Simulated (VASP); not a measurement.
# B2SbN (P6/mmm) in VASP: a series of runs

B2SbN is run at these levels: PBE; tasks: single point.

Program: VASP 6.6.1. These are calculated values, not measurements. Logs are shortened: lines on timing, memory, paths and dates and some standing lists are left out, and cuts for length are marked.

## 1. The cell of the first run

It takes space group P6/mmm (No. 191, hexagonal). Conventional cell: a = 3.169 Å, b = 3.169 Å, c = 7.223 Å, α = 90.00°, β = 90.00°, γ = 120.00°. Within 1.7 Å of B (site symmetry 6mm) lie 1 N at 1.31 Å. Sb (site symmetry 6/mmm) has 2 B at 2.30 Å within 3.0 Å. Within 1.7 Å of N (site symmetry 6/mmm) lie 2 B at 1.31 Å.

The cell was built from a structure type or drawn by symmetry, and may not be a known phase.

## 2. Single point, PBE

The input, INCAR:

```
  ALGO = Normal
  EDIFF = 1E-6
  ENCUT = 520
  GGA = PE
  ISIF = 2
  ISMEAR = 0
  LASPH = T
  LCHARG = F
  LREAL = F
  LWAVE = F
  NBANDS = 16
  NELM = 100
  PREC = Accurate
  SIGMA = 0.1
```

The input, KPOINTS:

```
k-points
0
Gamma
  6 6 4
```

The input, POSCAR:

```
B2SbN
1.0
    3.1694298710      0.0000000000      0.0000000000
   -1.5847149355      2.7448067838      0.0000000000
    0.0000000000      0.0000000000      7.2226364465
B Sb N
2 1 1
Direct
    0.0000000000      0.0000000000      0.6809867555
    0.0000000000      0.0000000000      0.3190132445
    0.0000000000      0.0000000000      0.0000000000
    0.0000000000      0.0000000000      0.5000000000
```

Potentials or basis: VASP PAW PBE potentials, release 64 (B, Sb, N).

On the command line:

```
$ cat potpaw_PBE.64/B/POTCAR potpaw_PBE.64/Sb/POTCAR potpaw_PBE.64/N/POTCAR > POTCAR
$ mpirun -np 1 vasp_std > vasp.out
```

OUTCAR:

```text
EDIFF = 1E-6
   ENCUT = 520
   GGA = PE
   ISIF = 2
   ISMEAR = 0
   LASPH = T
   LREAL = F
   NELM = 100
   PREC = Accurate

 ion  position               nearest neighbor table
   1  0.000  0.000  0.681-   4 1.31   3 2.30
   2  0.000  0.000  0.319-   4 1.31   3 2.30
   3  0.000  0.000  0.000-   1 2.30   2 2.30
   4  0.000  0.000  0.500-   1 1.31   2 1.31

  LATTYP: Found a hexagonal cell.
 ALAT       =     3.1694298710
 C/A-ratio  =     2.2788440636

  Lattice vectors:

 A1 = (   3.1694298710,   0.0000000000,   0.0000000000)
 A2 = (  -1.5847149355,   2.7448067838,   0.0000000000)
 A3 = (   0.0000000000,   0.0000000000,   7.2226364465)

Analysis of symmetry for initial positions (statically):
=====================================================================
 Subroutine PRICEL returns:
 Original cell was already a primitive cell.

 Routine SETGRP: Setting up the symmetry group for a
 hexagonal supercell.

 Subroutine GETGRP returns: Found 24 space group operations
 (whereof 24 operations were pure point group operations)
 out of a pool of 24 trial point group operations.

The static configuration has the point symmetry D_6h.

Analysis of symmetry for dynamics (positions and initial velocities):
=====================================================================
 Subroutine PRICEL returns:
 Original cell was already a primitive cell.

 Routine SETGRP: Setting up the symmetry group for a
 hexagonal supercell.

 Subroutine GETGRP returns: Found 24 space group operations
 (whereof 24 operations were pure point group operations)
 out of a pool of 24 trial point group operations.

The dynamic configuration has the point symmetry D_6h.

 Subroutine INISYM returns: Found 24 space group operations
 (whereof 24 operations are pure point group operations),
 and found     1 'primitive' translations

----------------------------------------------------------------------------------------

                                     Primitive cell

  volume of cell :      62.8331

  direct lattice vectors                    reciprocal lattice vectors
     3.169429871  0.000000000  0.000000000     0.315514159  0.182162185  0.000000000
    -1.584714936  2.744806784  0.000000000     0.000000000  0.364324369  0.000000000
     0.000000000  0.000000000  7.222636447     0.000000000  0.000000000  0.138453598

  length of vectors
     3.169429871  3.169429871  7.222636447     0.364324369  0.364324369  0.138453598

  position of ions in fractional coordinates (direct lattice)
     0.000000000  0.000000000  0.680986756
     0.000000000  0.000000000  0.319013244
     0.000000000  0.000000000  0.000000000
     0.000000000  0.000000000  0.500000000

  ion indices of the primitive-cell ions
   primitive index   ion index
                 1           1
                 2           2
                 3           3
                 4           4

----------------------------------------------------------------------------------------

 KPOINTS: k-points

Automatic generation of k-mesh.
 Grid dimensions read from file:
 generate k-points for:    6    6    4

 Generating k-lattice:

  Cartesian coordinates                     Fractional coordinates (reciprocal lattice)
     0.052585693  0.030360364  0.000000000     0.166666667  0.000000000  0.000000000
     0.000000000  0.060720728  0.000000000     0.000000000  0.166666667  0.000000000
     0.000000000  0.000000000  0.034613399     0.000000000  0.000000000  0.250000000

  Length of vectors
     0.060720728  0.060720728  0.034613399

  Shift w.r.t. Gamma in fractional coordinates (k-lattice)
     0.000000000  0.000000000  0.000000000

 Subroutine IBZKPT returns following result:
 ===========================================

 Found     21 irreducible k-points:

 Following reciprocal coordinates:
            Coordinates               Weight
  0.000000  0.000000  0.000000      1.000000
  0.166667 -0.000000  0.000000      6.000000
  0.333333 -0.000000  0.000000      6.000000
  0.500000 -0.000000  0.000000      3.000000
  0.166667  0.166667  0.000000      6.000000
  0.333333  0.166667  0.000000     12.000000
[... 13 lines left out ...]
  0.333333  0.166667  0.500000     12.000000
  0.333333  0.333333  0.500000      2.000000
   k-points           NKPTS =     21   k-points in BZ     NKDIM =     21   number of bands    NBANDS=     16
   number of dos      NEDOS =    301   number of ions     NIONS =      4
   total plane-waves  NPLWV =  31104
   dimension x,y,z NGX =    24 NGY =   24 NGZ =   54
   dimension x,y,z NGXF=    48 NGYF=   48 NGZF=  108
   ions per type =               2   1   1
   NGX,Y,Z   is equivalent  to a cutoff of  12.59, 12.59, 12.43 a.u.
   NGXF,Y,Z  is equivalent  to a cutoff of  25.18, 25.18, 24.86 a.u.
 SYSTEM =  unknown system
   PREC   = accura    normal or accurate (medium, high low for compatibility)
   ISTART =      0    job   : 0-new  1-cont  2-samecut
   ICHARG =      2    charge: 1-file 2-atom 10-const
   ISPIN  =      1    spin polarized calculation?
   LNONCOLLINEAR =      F non collinear calculations
   LSORBIT =      F    spin-orbit coupling
   LASPH  =      T    aspherical Exc in radial PAW
   ENCUT  =  520.0 eV  38.22 Ry    6.18 a.u.   5.89  5.89 13.43*2*pi/ulx,y,z
   NELM   =    100;   NELMIN=  2; NELMDL= -5     # of ELM steps
   EDIFF  = 0.1E-05   stopping-criterion for ELM
   LREAL  =      F    real-space projection
   EDIFFG = 0.1E-04   stopping-criterion for IOM
   NSW    =      0    number of steps for IOM
   IBRION =     -1    ionic relax: 0-MD 1-quasi-New 2-CG
   NFREE  =      0    steps in history (QN), initial steepest desc. (CG)
   ISIF   =      2    stress and relaxation
   ISYM   =      2    0-nonsym 1-usesym 2-fastsym
   POTIM  = 0.5000    time-step for ionic-motion
   TEBEG  =    0.0;   TEEND  =   0.0 temperature during run
   PSTRESS=    0.0 pullay stress
   NELECT =      16.0000    total number of electrons
   NUPDOWN=      -1.0000    fix difference up-down
   EMIN   =  10.00;   EMAX   =-10.00  energy-range for DOS
   EFERMI =   0.00;   METHOD = LEGACY
   ISMEAR =     0;   SIGMA  =   0.10  broadening in eV -4-tet -1-fermi 0-gaus
   EFERMI_NEDOS =   21; number of points for ismear=-14 and -15
   IALGO  =     38    algorithm
   IMIX   =      4    mixing-type and parameters
     AMIX     =   0.40;   BMIX     =  1.00
     AMIX_MAG =   1.60;   BMIX_MAG =  1.00
  volume/ion in A,a.u.               =      15.71       106.00
  Fermi-wavevector in a.u.,A,eV,Ry     =   1.037652  1.960879 14.649702  1.076723
  Thomas-Fermi vector in A             =   2.172100
   LORBIT       =      0    0 simple, 1 ext, 2 COOP (PROOUT), +10 PAW based schemes
   GGA     = PE    functional components
   LHFCALC =     F    Hartree Fock is set to
   AEXX    =    0.0000 exact exchange contribution
   IVDW    =     0    specifies the selected vdW correction
   LEPSILON=     F    determine dielectric tensor
   LRPA    =     F    only Hartree local field effects (RPA)
 non-spin polarized calculation
 Gauss-broadening in eV      SIGMA  =   0.10
  energy-cutoff  :      520.00
  volume of cell :       62.83
 maximum number of plane-waves:      1710
 NGX is ok and might be reduce to    24
   NGX = 11   NGY = 11   NGZ = 27

 number of electron      16.0000001 magnetization

 Free energy of the ion-electron system (eV)
  ---------------------------------------------------
  ext. energy  EPLUGINS =         0.00000000
  ---------------------------------------------------
  free energy    TOTEN  =       -22.94294095 eV

  energy without entropy =      -22.93954171  energy(sigma->0) =      -22.94124133

 E-fermi :   4.5337     XC(G=0):  -9.6904

 val. band max:        4.3797635170   @ k =   0.3333  -0.0000   0.0000
 cond. band min:       4.6201389093   @ k =   0.3333   0.1667   0.5000
 fundamental gap:      0.2403753924
 Fermi energy:         4.5337190525

 k-point     1 :       0.0000    0.0000    0.0000
  band No.  band energies     occupation
      1     -12.3561      2.00000
      2      -7.9566      2.00000
      3      -5.4010      2.00000
      4      -1.8710      2.00000
      5       1.9774      2.00000
      6       2.1166      2.00000
[... 8 lines left out ...]
     15      13.9874      0.00000
     16      14.6153      0.00000

 k-point     2 :       0.1667   -0.0000    0.0000
  band No.  band energies     occupation
      1     -12.2159      2.00000
      2      -7.4316      2.00000
      3      -5.1960      2.00000
      4      -1.5716      2.00000
      5       1.0304      2.00000
      6       1.9589      2.00000
[... 8 lines left out ...]
     15      13.3853      0.00000
     16      13.9566      0.00000

 k-point     3 :       0.3333   -0.0000    0.0000
  band No.  band energies     occupation
      1     -11.9152      2.00000
      2      -5.9305      2.00000
      3      -4.7626      2.00000
      4      -0.7310      2.00000
      5      -0.2617      2.00000
      6       1.6606      2.00000
[... 8 lines left out ...]
     15      12.7301      0.00000
     16      14.2017      0.00000

 k-point     4 :       0.5000   -0.0000    0.0000
  band No.  band energies     occupation
      1     -11.7529      2.00000
      2      -4.5342      2.00000
      3      -4.4499      2.00000
      4      -1.3917      2.00000
      5       0.0025      2.00000
      6       0.0934      2.00000
[... 8 lines left out ...]
     15      12.3882      0.00000
     16      12.4750      0.00000
[... 267 lines left out ...]
 k-point    19 :       0.1667    0.1667    0.5000
  band No.  band energies     occupation
      1     -11.9919      2.00000
      2      -6.5450      2.00000
      3      -4.5282      2.00000
      4      -1.6247      2.00000
      5       0.6114      2.00000
      6       1.5529      2.00000
[... 8 lines left out ...]
     15      15.0282      0.00000
     16      15.6614      0.00000

 k-point    20 :       0.3333    0.1667    0.5000
  band No.  band energies     occupation
      1     -11.7550      2.00000
      2      -5.0374      2.00000
      3      -4.0433      2.00000
      4      -0.7985      2.00000
      5      -0.0418      2.00000
      6       0.3354      2.00000
[... 8 lines left out ...]
     15      14.6654      0.00000
     16      14.9504      0.00000

 k-point    21 :       0.3333    0.3333    0.5000
  band No.  band energies     occupation
      1     -11.6744      2.00000
      2      -4.6106      2.00000
      3      -3.4933      2.00000
      4       0.0015      2.00000
      5       0.0015      2.00000
      6       0.0767      2.00000
[... 8 lines left out ...]
     15      15.1247      0.00000
     16      15.1247      0.00000

------------------------ aborting loop because EDIFF is reached ----------------------------------------

  FORCE on cell =-STRESS in cart. coord.  units (eV):
  Direction    XX          YY          ZZ          XY          YZ          ZX
  --------------------------------------------------------------------------------------
  -------------------------------------------------------------------------------------
  Total       -0.0574845     -0.0574845      0.1829432      0.0000000      0.0000000     -0.0000000
  in kB       -1.4657919     -1.4657919      4.6648546      0.0000000      0.0000000     -0.0000000
  external PRESSURE =       0.5777569 kB  Pullay stress =       0.0000000 kB

 VOLUME and BASIS-vectors are now :
 -----------------------------------------------------------------------------
  energy-cutoff  :      520.00
  volume of cell :       62.83
      direct lattice vectors                 reciprocal lattice vectors
     3.169429871  0.000000000  0.000000000     0.315514159  0.182162185  0.000000000
    -1.584714936  2.744806784  0.000000000     0.000000000  0.364324369  0.000000000
     0.000000000  0.000000000  7.222636447     0.000000000  0.000000000  0.138453598

 POSITION                                       TOTAL-FORCE (eV/Angst)
 -----------------------------------------------------------------------------------
      0.00000      0.00000      4.91852         0.000000      0.000000     -0.050056
      0.00000      0.00000      2.30412         0.000000     -0.000000      0.050056
      0.00000      0.00000      0.00000        -0.000000      0.000000      0.000000
      0.00000      0.00000      3.61132        -0.000000      0.000000      0.000000
 -----------------------------------------------------------------------------------
    total drift:                                0.000000      0.000000      0.000000

  FREE ENERGIE OF THE ION-ELECTRON SYSTEM (eV)
  ---------------------------------------------------
  free  energy   TOTEN  =       -22.9429409544 eV

  energy  without entropy=      -22.9395417099  energy(sigma->0) =      -22.94124133
```

It took 12 s on 1 thread of Intel Xeon 6975P-C (Granite Rapids), shared host; peak memory 0.18 GiB.

Results:

- Free energy: -22.9429 eV
- Pressure: 0.1 GPa
- Largest force: 0.050 eV/Å
- Band gap on the k mesh: zero (bands 8 and 9 overlap by 4.73 eV)

Forces on the atoms (eV/Å):
```
B    0.000  0.000 -0.050
B    0.000  0.000  0.050
Sb   0.000  0.000  0.000
N    0.000  0.000  0.000
```

Levels at points of the mesh, in eV from the Fermi level:
```
           k point  band 6  band 7  band 8  band 9  band 10  band 11
(0.00, 0.00, 0.00)   -2.42   -2.42    4.40    4.40     4.65     5.38
(0.50, 0.00, 0.00)   -4.44   -3.01   -1.11    0.35     2.40     3.24
(0.00, 0.00, 0.50)   -2.40   -1.74    3.53    3.74     3.74     7.36
(0.50, 0.00, 0.50)   -4.86   -2.99    0.32    0.83     1.66     1.96
```

Caveat: the k points lie up to 0.38 Å⁻¹ apart, too coarse for converged energies and pressures of a metal; spin-orbit coupling is left out, which moves the levels of the heavy elements.

## 3. Single point, PBE

This run uses another cell than the first one, of 17.04 Å³/atom.

The input, INCAR:

```
SYSTEM = B2SbN
PREC = Accurate ; ENCUT = 520
EDIFF = 1E-6 ; ISMEAR = 0
SIGMA = 0.1 ; LREAL = .FALSE.
LASPH = .TRUE. ; NELM = 100
ALGO = Normal ; ISIF = 2
LWAVE = .FALSE. ; LCHARG = .FALSE.
GGA = PE ; NBANDS = 16
```

The input, KPOINTS:

```
regular mesh
0
G
  6 6 4
  0 0 0
```

The input, POSCAR:

```
B2SbN
1.0
    3.3446122200      0.0000000000      0.0000000000
   -1.6723061100      2.8965191500      0.0000000000
    0.0000000000      0.0000000000      7.0339338000
B Sb N
2 1 1
Direct
    0.0000000000      0.0000000000      0.6961164100
    0.0000000000      0.0000000000      0.3038835900
    0.0000000000      0.0000000000      0.0000000000
    0.0000000000      0.0000000000      0.5000000000
```

Potentials or basis: VASP PAW PBE potentials, release 64 (B, Sb, N).

On the command line:

```
$ cat potpaw_PBE.64/B/POTCAR potpaw_PBE.64/Sb/POTCAR potpaw_PBE.64/N/POTCAR > POTCAR
$ mpirun -np 1 vasp_std > vasp.out
```

Wall time 15 s (1 thread of Intel Xeon 6975P-C (Granite Rapids), shared host); peak memory 0.2 GiB.

It converged, with:

- Free energy: -22.2917 eV
- Pressure: -7.1 GPa
- Largest force: 4.861 eV/Å
- Band gap on the k mesh: zero (bands 8 and 9 overlap by 4.03 eV)

Forces on the atoms (eV/Å):
```
B    0.000  0.000 -4.861
B    0.000  0.000  4.861
Sb   0.000  0.000  0.000
N    0.000  0.000  0.000
```

Stress tensor (GPa, compression positive):
```
 -5.29   0.00   0.00
  0.00  -5.29   0.00
  0.00   0.00 -10.64
```

Levels at points of the mesh, in eV from the Fermi level:
```csv
k point,band 4,band 5,band 6,band 7,band 8,band 9,band 10,band 11,band 12,band 13
"(0.00, 0.00, 0.00)",-6.61,-2.46,-2.46,-1.77,3.36,3.36,3.37,3.37,6.11,6.26
"(0.50, 0.00, 0.00)",-5.72,-5.50,-3.85,-2.97,-1.17,0.67,1.20,2.41,4.15,5.46
"(0.00, 0.00, 0.50)",-7.59,-2.42,-2.42,-0.87,2.11,2.11,4.35,6.15,6.15,6.37
"(0.50, 0.00, 0.50)",-6.00,-5.24,-4.84,-2.89,0.37,0.80,1.29,1.69,4.58,5.20
```

Caveat: the k points lie up to 0.36 Å⁻¹ apart, too coarse for converged energies and pressures of a metal; spin-orbit coupling is left out, which moves the levels of the heavy elements; forces of over 1 eV/Å act on the atoms, so gaps and moduli don't describe the material at rest.
